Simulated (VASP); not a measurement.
# Ge (Fddd) in VASP: notebook

Runs on Ge. Level: r2SCAN. Tasks: single point.

Program: VASP 6.6.1. These are calculated values, not measurements. Logs are shortened: lines on timing, memory, paths and dates and some standing lists are left out, and cuts for length are marked.

## (1) The cell of the first run

It takes space group Fddd (No. 70, orthorhombic). The conventional cell has a = 5.615 Å, b = 5.658 Å, c = 5.700 Å, α = 90.00°, β = 90.00°, γ = 90.00°. Ge (site symmetry 222) has 4 Ge at 2.45 Å within 3.2 Å.

## (2) Single point, r2SCAN (strain +0.0075 x Voigt [1, -1, 0, 0, 0, 0])

POSCAR reads:

```
Ge
1.0
    0.0000000000      2.8075542250      2.8287700000
    2.8499857750      0.0000000000      2.8287700000
    2.8499857750      2.8075542250      0.0000000000
Ge
2
Direct
    0.5000000000      0.5000000000      0.5000000000
    0.7500000000      0.7500000000      0.7500000000
```

INCAR.step1 reads:

```
SYSTEM = Ge
ALGO = Normal ; EDIFF = 1E-4
ENCUT = 520 ; GGA = PE
ISMEAR = 0 ; LASPH = .TRUE.
LCHARG = .FALSE. ; LREAL = .FALSE.
LWAVE = .TRUE. ; NBANDS = 21
NELM = 60 ; PREC = Accurate
SIGMA = 0.05
```

INCAR.step2 reads:

```
SYSTEM = Ge
ALGO = Normal ; EDIFF = 1E-7
ENCUT = 520 ; ISIF = 2
ISMEAR = 0 ; ISTART = 1
LASPH = .TRUE. ; LCHARG = .FALSE.
LMIXTAU = .TRUE. ; LREAL = .FALSE.
LWAVE = .FALSE. ; METAGGA = R2SCAN
NBANDS = 21 ; NELM = 60
PREC = Accurate ; SIGMA = 0.05
```

KPOINTS reads:

```
k-points
0
G
  10 10 10
  0 0 0
```

Potentials or basis: VASP PAW PBE potentials, release 64 (Ge_d).

The run is started by

```console
$ cat potpaw_PBE.64/Ge_d/POTCAR > POTCAR
$ cp INCAR.step1 INCAR
$ mpirun -np 1 vasp_std > vasp.out
$ cp INCAR.step2 INCAR
$ mpirun -np 1 vasp_std > vasp.out
```

OUTCAR:

```text
SYSTEM = Ge
   EDIFF = 1E-7
   ENCUT = 520
   ISIF = 2
   ISMEAR = 0
   ISTART = 1
   LASPH = .TRUE.
   LREAL = .FALSE.
   METAGGA = R2SCAN
   NELM = 60
   PREC = Accurate

 ion  position               nearest neighbor table
   1  0.500  0.500  0.500-   2 2.45   2 2.45   2 2.45   2 2.45
   2  0.750  0.750  0.750-   1 2.45   1 2.45   1 2.45   1 2.45

  LATTYP: Found a face centered orthorhombic cell.
 ALAT       =     5.6151084500
 B/A-ratio  =     1.0075566751
 C/A-ratio  =     1.0151133501

  Lattice vectors:

 A1 = (  -2.8499857750,   0.0000000000,  -2.8287700000)
 A2 = (  -2.8499857750,   2.8075542250,   0.0000000000)
 A3 = (   0.0000000000,   2.8075542250,  -2.8287700000)

Analysis of symmetry for initial positions (statically):
=====================================================================
 Subroutine PRICEL returns:
 Original cell was already a primitive cell.

 Routine SETGRP: Setting up the symmetry group for a
 face centered orthorhombic supercell.

 Subroutine GETGRP returns: Found  8 space group operations
 (whereof  4 operations were pure point group operations)
 out of a pool of  8 trial point group operations.

The static configuration has the point symmetry D_2 .
 The point group associated with its full space group is D_2h.

Analysis of symmetry for dynamics (positions and initial velocities):
=====================================================================
 Subroutine PRICEL returns:
 Original cell was already a primitive cell.

 Routine SETGRP: Setting up the symmetry group for a
 face centered orthorhombic supercell.

 Subroutine GETGRP returns: Found  8 space group operations
 (whereof  4 operations were pure point group operations)
 out of a pool of  8 trial point group operations.

The dynamic configuration has the point symmetry D_2 .
 The point group associated with its full space group is D_2h.

 Subroutine INISYM returns: Found  8 space group operations
 (whereof  4 operations are pure point group operations),
 and found     1 'primitive' translations

----------------------------------------------------------------------------------------

                                     Primitive cell

  volume of cell :      45.2687

  direct lattice vectors                    reciprocal lattice vectors
     0.000000000  2.807554225  2.828770000    -0.175439472  0.178090950  0.176755268
     2.849985775  0.000000000  2.828770000     0.175439472 -0.178090950  0.176755268
     2.849985775  2.807554225  0.000000000     0.175439472  0.178090950 -0.176755268

  length of vectors
     3.985511315  4.015514740  4.000597411     0.306166327  0.306166327  0.306166327

  position of ions in fractional coordinates (direct lattice)
     0.500000000  0.500000000  0.500000000
     0.750000000  0.750000000  0.750000000

  ion indices of the primitive-cell ions
   primitive index   ion index
                 1           1
                 2           2

----------------------------------------------------------------------------------------

 KPOINTS: k-points

Automatic generation of k-mesh.
 Grid dimensions read from file:
 generate k-points for:   10   10   10

 Generating k-lattice:

  Cartesian coordinates                     Fractional coordinates (reciprocal lattice)
    -0.017543947  0.017809095  0.017675527     0.100000000  0.000000000  0.000000000
     0.017543947 -0.017809095  0.017675527     0.000000000  0.100000000  0.000000000
     0.017543947  0.017809095 -0.017675527     0.000000000  0.000000000  0.100000000

  Length of vectors
     0.030616633  0.030616633  0.030616633

  Shift w.r.t. Gamma in fractional coordinates (k-lattice)
     0.000000000  0.000000000  0.000000000

 Subroutine IBZKPT returns following result:
 ===========================================

 Found    171 irreducible k-points:

 Following reciprocal coordinates:
            Coordinates               Weight
  0.000000  0.000000  0.000000      1.000000
  0.100000  0.000000  0.000000      8.000000
  0.200000  0.000000  0.000000      8.000000
  0.300000  0.000000 -0.000000      8.000000
  0.400000  0.000000 -0.000000      8.000000
  0.500000  0.000000 -0.000000      4.000000
[... 16 lines left out ...]
  0.300000  0.300000  0.000000      2.000000
  0.400000  0.300000 -0.000000      8.000000
 [... further k-points ...]
   k-points           NKPTS =    171   k-points in BZ     NKDIM =    171   number of bands    NBANDS=     21
   number of dos      NEDOS =    301   number of ions     NIONS =      2
   total plane-waves  NPLWV =  27000
   dimension x,y,z NGX =    30 NGY =   30 NGZ =   30
   dimension x,y,z NGXF=    60 NGYF=   60 NGZF=   60
   ions per type =               2
   NGX,Y,Z   is equivalent  to a cutoff of  12.51, 12.42, 12.47 a.u.
   NGXF,Y,Z  is equivalent  to a cutoff of  25.03, 24.84, 24.93 a.u.
 SYSTEM =  Ge
   PREC   = accura    normal or accurate (medium, high low for compatibility)
   ISTART =      1    job   : 0-new  1-cont  2-samecut
   ICHARG =      0    charge: 1-file 2-atom 10-const
   ISPIN  =      1    spin polarized calculation?
   LNONCOLLINEAR =      F non collinear calculations
   LSORBIT =      F    spin-orbit coupling
   LASPH  =      T    aspherical Exc in radial PAW
   ENCUT  =  520.0 eV  38.22 Ry    6.18 a.u.   7.41  7.47  7.44*2*pi/ulx,y,z
   NELM   =     60;   NELMIN=  2; NELMDL=  0     # of ELM steps
   EDIFF  = 0.1E-06   stopping-criterion for ELM
   LREAL  =      F    real-space projection
   EDIFFG = 0.1E-05   stopping-criterion for IOM
   NSW    =      0    number of steps for IOM
   IBRION =     -1    ionic relax: 0-MD 1-quasi-New 2-CG
   NFREE  =      0    steps in history (QN), initial steepest desc. (CG)
   ISIF   =      2    stress and relaxation
   ISYM   =      2    0-nonsym 1-usesym 2-fastsym
   POTIM  = 0.5000    time-step for ionic-motion
   TEBEG  =    0.0;   TEEND  =   0.0 temperature during run
   PSTRESS=    0.0 pullay stress
   NELECT =      28.0000    total number of electrons
   NUPDOWN=      -1.0000    fix difference up-down
   EMIN   =  10.00;   EMAX   =-10.00  energy-range for DOS
   EFERMI =   0.00;   METHOD = LEGACY
   ISMEAR =     0;   SIGMA  =   0.05  broadening in eV -4-tet -1-fermi 0-gaus
   EFERMI_NEDOS =   21; number of points for ismear=-14 and -15
   IALGO  =     38    algorithm
   IMIX   =      4    mixing-type and parameters
     AMIX     =   0.40;   BMIX     =  1.00
     AMIX_MAG =   1.60;   BMIX_MAG =  1.00
  volume/ion in A,a.u.               =      22.63       152.74
  Fermi-wavevector in a.u.,A,eV,Ry     =   1.394852  2.635887 26.471646  1.945611
  Thomas-Fermi vector in A             =   2.518361
   LORBIT       =      0    0 simple, 1 ext, 2 COOP (PROOUT), +10 PAW based schemes
   METAGGA = R2SCAN    functional components
   LHFCALC =     F    Hartree Fock is set to
   AEXX    =    0.0000 exact exchange contribution
   IVDW    =     0    specifies the selected vdW correction
   LEPSILON=     F    determine dielectric tensor
   LRPA    =     F    only Hartree local field effects (RPA)
 non-spin polarized calculation
 Gauss-broadening in eV      SIGMA  =   0.05
  energy-cutoff  :      520.00
  volume of cell :       45.27
 maximum number of plane-waves:      1249
 NGX is ok and might be reduce to    30
   NGX = 15   NGY = 15   NGZ = 15

 number of electron      28.0000023 magnetization

 Free energy of the ion-electron system (eV)
  ---------------------------------------------------
  ext. energy  EPLUGINS =         0.00000000
  ---------------------------------------------------
  free energy    TOTEN  =       -27.74012062 eV

  energy without entropy =      -27.74012062  energy(sigma->0) =      -27.74012062

 E-fermi :   5.0357     XC(G=0): -10.8206

 val. band max:        4.8644090809   @ k =   0.0000   0.0000   0.0000
 cond. band min:       5.2074318320   @ k =   0.0000   0.0000   0.0000
 fundamental gap:      0.3430227510
 Fermi energy:         5.0357300713

 k-point     1 :       0.0000    0.0000    0.0000
  band No.  band energies     occupation
      1     -20.6939      2.00000
      2     -20.6918      2.00000
      3     -20.6899      2.00000
      4     -20.6532      2.00000
      5     -20.6517      2.00000
      6     -20.4380      2.00000
[... 13 lines left out ...]
     20      14.6046      0.00000
     21      14.8693      0.00000

 k-point     2 :       0.1000    0.0000    0.0000
  band No.  band energies     occupation
      1     -20.6991      2.00000
      2     -20.6968      2.00000
      3     -20.6900      2.00000
      4     -20.6447      2.00000
      5     -20.6435      2.00000
      6     -20.4436      2.00000
[... 13 lines left out ...]
     20      13.9462      0.00000
     21      14.1492      0.00000

 k-point     3 :       0.2000    0.0000    0.0000
  band No.  band energies     occupation
      1     -20.7084      2.00000
      2     -20.7058      2.00000
      3     -20.6858      2.00000
      4     -20.6295      2.00000
      5     -20.6287      2.00000
      6     -20.4541      2.00000
[... 13 lines left out ...]
     20      13.5112      0.00000
     21      13.6156      0.00000

 k-point     4 :       0.3000    0.0000   -0.0000
  band No.  band energies     occupation
      1     -20.7151      2.00000
      2     -20.7118      2.00000
      3     -20.6802      2.00000
      4     -20.6170      2.00000
      5     -20.6166      2.00000
      6     -20.4626      2.00000
[... 13 lines left out ...]
     20      13.9401      0.00000
     21      13.9523      0.00000

 k-point     5 :       0.4000    0.0000   -0.0000
  band No.  band energies     occupation
      1     -20.7183      2.00000
      2     -20.7146      2.00000
      3     -20.6756      2.00000
      4     -20.6103      2.00000
      5     -20.6101      2.00000
      6     -20.4664      2.00000
[... 13 lines left out ...]
     20      15.2061      0.00000
     21      15.2871      0.00000

 k-point     6 :       0.5000    0.0000   -0.0000
  band No.  band energies     occupation
      1     -20.7192      2.00000
      2     -20.7152      2.00000
      3     -20.6738      2.00000
      4     -20.6085      2.00000
      5     -20.6083      2.00000
      6     -20.4673      2.00000
[... 13 lines left out ...]
     20      16.6311      0.00000
     21      16.6879      0.00000

 k-point     7 :       0.1000    0.1000    0.0000
  band No.  band energies     occupation
      1     -20.6980      2.00000
      2     -20.6977      2.00000
      3     -20.6938      2.00000
      4     -20.6464      2.00000
      5     -20.6354      2.00000
      6     -20.4597      2.00000
[... 13 lines left out ...]
     20      13.0931      0.00000
     21      14.9043      0.00000
[... 291 lines left out ...]
      1     -20.7385      2.00000
      2     -20.7250      2.00000
      3     -20.6455      2.00000
      4     -20.5893      2.00000
      5     -20.5794      2.00000
      6     -20.5045      2.00000
[... 13 lines left out ...]
     20      14.7324      0.00000
     21      16.3325      0.00000

 k-point    21 :      -0.3000    0.2000    0.0000
  band No.  band energies     occupation
      1     -20.7330      2.00000
      2     -20.7257      2.00000
      3     -20.6487      2.00000
      4     -20.6062      2.00000
      5     -20.5801      2.00000
      6     -20.4982      2.00000
[... 13 lines left out ...]
     20      14.7322      0.00000
     21      16.8692      0.00000

 k-point    22 :      -0.2000    0.2000   -0.0000
  band No.  band energies     occupation
      1     -20.7227      2.00000
      2     -20.7221      2.00000
      3     -20.6639      2.00000
      4     -20.6183      2.00000
      5     -20.5934      2.00000
      6     -20.4889      2.00000
[... 13 lines left out ...]
     20      15.3238      0.00000
     21      15.8620      0.00000

 k-point    23 :       0.3000    0.3000    0.0000
  band No.  band energies     occupation
      1     -20.7173      2.00000
      2     -20.7146      2.00000
      3     -20.6928      2.00000
      4     -20.6014      2.00000
      5     -20.5582      2.00000
      6     -20.5486      2.00000
[... 13 lines left out ...]
     20      16.3514      0.00000
     21      16.7267      0.00000

 k-point    24 :       0.4000    0.3000   -0.0000
  band No.  band energies     occupation
      1     -20.7270      2.00000
      2     -20.7205      2.00000
      3     -20.6755      2.00000
      4     -20.5854      2.00000
      5     -20.5670      2.00000
      6     -20.5402      2.00000
[... 13 lines left out ...]
     20      17.1257      0.00000
     21      17.1975      0.00000

 [... further k-points ...]
[... 5 lines left out ...]
  --------------------------------------------------------------------------------------
  -------------------------------------------------------------------------------------
  Total        0.0200223      0.3744718      0.2024546      0.0000000      0.0000000      0.0000000
  in kB        0.7086417     13.2535200      7.1653894      0.0000000      0.0000000      0.0000000
  external PRESSURE =       7.0425170 kB  Pullay stress =       0.0000000 kB

 VOLUME and BASIS-vectors are now :
 -----------------------------------------------------------------------------
  energy-cutoff  :      520.00
  volume of cell :       45.27
      direct lattice vectors                 reciprocal lattice vectors
     0.000000000  2.807554225  2.828770000    -0.175439472  0.178090950  0.176755268
     2.849985775  0.000000000  2.828770000     0.175439472 -0.178090950  0.176755268
     2.849985775  2.807554225  0.000000000     0.175439472  0.178090950 -0.176755268

 POSITION                                       TOTAL-FORCE (eV/Angst)
 -----------------------------------------------------------------------------------
      2.84999      2.80755      2.82877         0.000000      0.000000      0.000000
      4.27498      4.21133      4.24315        -0.000000     -0.000000     -0.000000
 -----------------------------------------------------------------------------------
    total drift:                                0.000000     -0.000000     -0.000000

  FREE ENERGIE OF THE ION-ELECTRON SYSTEM (eV)
  ---------------------------------------------------
  free  energy   TOTEN  =       -27.7401206156 eV

  energy  without entropy=      -27.7401206152  energy(sigma->0) =      -27.74012062
```

Run time: 6.1 min. Hardware: 1 thread of Intel Xeon Platinum 8559C (Emerald Rapids), shared host; peak memory 0.26 GiB.

Results:

```
Free energy            : -27.7401 eV
Pressure               : 0.7 GPa
Band gap on the k mesh : 0.34 eV, direct
```

Caveat: the cell differs from its parent crystal (strain +0.0075 x Voigt [1, -1, 0, 0, 0, 0]); the PAW data sets were made with another functional, which shifts forces and pressure a little.

[end of part 1 of 2]
